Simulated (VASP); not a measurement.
Crystal: Co.

```xyz
4
Lattice="2.4201 0.0000 0.0000 -1.2101 2.0959 0.0000 0.0000 0.0000 7.9231" Properties=species:S:1:pos:R:3 pbc="T T T"
Co    1.2101    0.6986    5.9423
Co    0.0000    0.0000    3.9616
Co    0.0000    1.3973    1.9808
Co    0.0000    0.0000    0.0000
```

Base run:

* Program: VASP 6.6.1
* Functional: r2SCAN
* Potentials or basis: VASP PAW PBE potentials, release 64 (Co)
* Cutoff: 520 eV
* k mesh: 12 × 12 × 4
* Occupations: fermi-dirac, width 0.05 eV
* Spin: collinear spin, ferromagnetic start
* Starting moments: [2.0, 2.0, 2.0, 2.0] μB

Its results: pressure 16.1 GPa; net moment 6.99 μB per cell; site moments Co +1.80, +1.78 (each value once) μB.

Q: The run is repeated on the same cell with these changes: functional from r2SCAN to LDA; potentials or basis from VASP PAW PBE potentials, release 64 (Co) to VASP PAW LDA potentials, release 64 (Co). What comes out?

A: Pressure -1.9 GPa; net moment 5.95 μB per cell; site moments Co +1.49, +1.47 (each value once) μB.

Caveats: the cell stands under pressure (at least some runs); the PAW data sets were made with another functional, which shifts forces and pressure a little (at least some runs).
